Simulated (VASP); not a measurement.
Crystal: Cd3W.

```xyz
4
Lattice="-2.1432 2.1432 4.7874 2.1432 -2.1432 4.7874 2.1432 2.1432 -4.7874" Properties=species:S:1:pos:R:3 pbc="T T T"
Cd    0.0000    0.0000    4.7874
Cd    2.1432    0.0000    2.3937
Cd    0.0000    2.1432    2.3937
W     0.0000    0.0000    0.0000
```

| Property | Result |
| --- | --- |
| Program | VASP 6.6.1 |
| Task | relaxation of cell and atoms |
| Functional | PBE |
| Potentials or basis | VASP PAW PBE potentials, release 64 (Cd_sv_GW, W_sv) |
| Cutoff | 630 eV |
| k mesh | 6 × 6 × 6 |
| Occupations | gaussian, width 0.1 eV |
| Spin | no spin polarisation |

At the start: pressure -9.1 GPa; volume 21.99 Å³/atom.

Q: Where does the relaxation end?

A: Over 7 steps the energy falls by 77.8 meV/atom and the volume is 19.54 Å³/atom (-11.2 %); space group I4/mmm (No. 139, to 0.1 Å) before and after.

Step by step:
```tsv
step	energy change (eV)	largest force (eV/Å)	pressure (GPa)	volume (Å³)
1	0.0000	0.0000	-9.07	87.96
2	-0.1884	0.0000	8.13	73.05
3	-0.3103	0.0000	-0.09	78.23
4	-0.3103	0.0000	0.16	78.04
5	-0.3108	0.0000	-0.12	78.24
6	-0.3107	0.0000	-0.22	78.31
7	-0.3110	0.0000	-0.03	78.15
```

Final structure:
```
Cd W
1.0
    -2.06420    2.06420    4.58505
     2.06420   -2.06420    4.58505
     2.06420    2.06420   -4.58505
Cd W
3 1
Direct
  0.50000 0.50000 0.00000
  0.25000 0.75000 0.50000
  0.75000 0.25000 0.50000
  0.00000 0.00000 0.00000
```
